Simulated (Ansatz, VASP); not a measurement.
This is a calculation of TaN for VASP 6.6.1.

Contents of POSCAR:

```
TaN
1.0
    0.0000000000      2.2113230000      2.2113230000
    2.2113230000      0.0000000000      2.2113230000
    2.2113230000      2.2113230000      0.0000000000
Ta N
1 1
Direct
    0.5000000000      0.5000000000      0.5000000000
    0.0000000000      0.0000000000      0.0000000000
```

Contents of INCAR.step1:

```
  PREC = Accurate
  ENCUT = 520
  EDIFF = 1E-5
  ISMEAR = -1
  SIGMA = 0.05
  LREAL = F
  LASPH = T
  NELM = 60
  ALGO = Normal
  ISIF = 2
  LWAVE = T
  LCHARG = F
  GGA = PE
  NBANDS = 15
```

Contents of INCAR.step2:

```
  PREC = Accurate
  ENCUT = 520
  EDIFF = 1E-6
  ISMEAR = -1
  SIGMA = 0.05
  LREAL = F
  LASPH = T
  NELM = 60
  ALGO = Normal
  ISIF = 2
  LWAVE = F
  LCHARG = F
  METAGGA = R2SCAN
  LHFCALC = T
  AEXX = 0.25
  LMIXTAU = T
  PRECFOCK = Normal
  ISTART = 1
  NBANDS = 15
```

Contents of KPOINTS:

```
regular mesh
0
Gamma
  6 6 6
```

Potentials or basis: VASP PAW PBE potentials, release 64 (Ta_pv, N).

Command:

```console
$ cat potpaw_PBE.64/Ta_pv/POTCAR potpaw_PBE.64/N/POTCAR > POTCAR
$ cp INCAR.step1 INCAR
$ mpirun -np 1 vasp_std > vasp.out
$ cp INCAR.step2 INCAR
$ mpirun -np 1 vasp_std > vasp.out
```

Question: Translate it to Ansatz 0.2.0. Potentials there: Ansatz PAW.

Answer: As run (the cutoff follows the program's own potentials):

input.yaml

```yaml
crystal:
  lattice:
    - [0.0, 2.211323, 2.211323]
    - [2.211323, 0.0, 2.211323]
    - [2.211323, 2.211323, 0.0]
  atoms:
    - { symbol: Ta, position: [0.5, 0.5, 0.5] }
    - { symbol: "N", position: [0.0, 0.0, 0.0] }
hamiltonian:
  xc: { exchange: r2scan, correlation: r2scan, exx: { coeff: 0.25 } }
  pseudopotentials: { kind: paw }
kpoints:
  mp_grid: { grid: [6, 6, 6] }
scf:
  occupations: { method: fermi_dirac, width: 0.05 }
output:
  forces: true
  stress: true
  eigenvalues: true
```

Potentials or basis: Ansatz PAW.

Run with:

```console
$ ansatz run input.yaml --threads 2 --pin off --max-ram 5632MiB --backend cpu --events-out ev --progress --plain --runs-dir out
```

Both were run:

|  | VASP | Ansatz | Ansatz less VASP |
| --- | --- | --- | --- |
| gap on the k mesh at the Fermi level (eV) | none | none | - |
| pressure (GPa) | -11.3 | -11.7 | -0.44 |

VASP's potentials were made for PBE, not for r2SCAN-based global hybrid. A gap of «none» marks a metal or a gap that the smearing closes. VASP's potentials hold 16 valence electrons a cell and Ansatz's 18, so a difference there can come from the potentials and not from the codes.

The k mesh is coarse, so the values compare programs but aren't converged. Spin-orbit coupling is off throughout.
